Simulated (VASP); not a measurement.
# SiC: single point with PBE

Crystal: SiC.

```
CELL_PARAMETERS angstrom
2.73662 0.00000 0.00000
-1.36831 2.36998 0.00000
0.00000 0.00000 4.31872
ATOMIC_POSITIONS crystal
Si 0.33333 0.66667 0.50000
C 0.66667 0.33333 0.00000
```

* Program: VASP 6.6.1
* Task: single point
* Functional: PBE
* Potentials or basis: VASP PAW PBE potentials, release 64 (Si, C)
* Cutoff: 520 eV
* k mesh: 6 × 6 × 4
* Occupations: gaussian, width 0.1 eV
* Spin: collinear spin, ferromagnetic start
* Starting moments: [0.0, 1.0] μB
* Dipole correction: no
* Further INCAR settings: ALGO = Normal; EDIFF = 1e-06; NBANDS = 15

* Pressure: -21.1 GPa
* Band gap on the k mesh: zero (filled and empty bands overlap)
* Net moment: 0.00 μB per cell
* Valence electrons inside the program's atomic spheres: Si 1.45; C 2.02

Stress tensor (GPa, compression positive):
```
-15.38   0.00   0.00
  0.00 -15.38   0.00
  0.00   0.00 -32.62
```

Levels at points of the mesh, in eV from the Fermi level:
Spin up:
```csv
k point,band 1,band 2,band 3,band 4,band 5,band 6,band 7,band 8
"(0.00, 0.00, 0.00)",-13.25,-7.25,-5.05,3.41,3.41,7.30,10.58,10.58
"(0.50, 0.00, 0.00)",-8.77,-6.14,-2.42,-1.12,-0.47,1.69,2.79,7.16
"(0.00, 0.00, 0.50)",-11.60,-11.35,1.03,2.54,3.50,3.50,10.56,10.56
"(0.50, 0.00, 0.50)",-8.05,-5.52,-4.65,-3.99,2.01,3.10,6.07,6.09
```
Spin down:
| k point | band 1 | band 2 | band 3 | band 4 | band 5 | band 6 | band 7 | band 8 |
| --- | --- | --- | --- | --- | --- | --- | --- | --- |
| (0.00, 0.00, 0.00) | -13.25 | -7.25 | -5.05 | 3.41 | 3.41 | 7.30 | 10.58 | 10.58 |
| (0.50, 0.00, 0.00) | -8.77 | -6.14 | -2.42 | -1.12 | -0.47 | 1.69 | 2.79 | 7.16 |
| (0.00, 0.00, 0.50) | -11.60 | -11.35 | 1.03 | 2.54 | 3.50 | 3.50 | 10.56 | 10.56 |
| (0.50, 0.00, 0.50) | -8.05 | -5.52 | -4.65 | -3.99 | 2.01 | 3.10 | 6.07 | 6.09 |

It took 28 s on 1 thread of AMD EPYC 7R43 64-Core Processor (Zen 3), on a shared host, peak memory 0.11 GiB.

Caveat: the k points lie up to 0.44 Å⁻¹ apart.
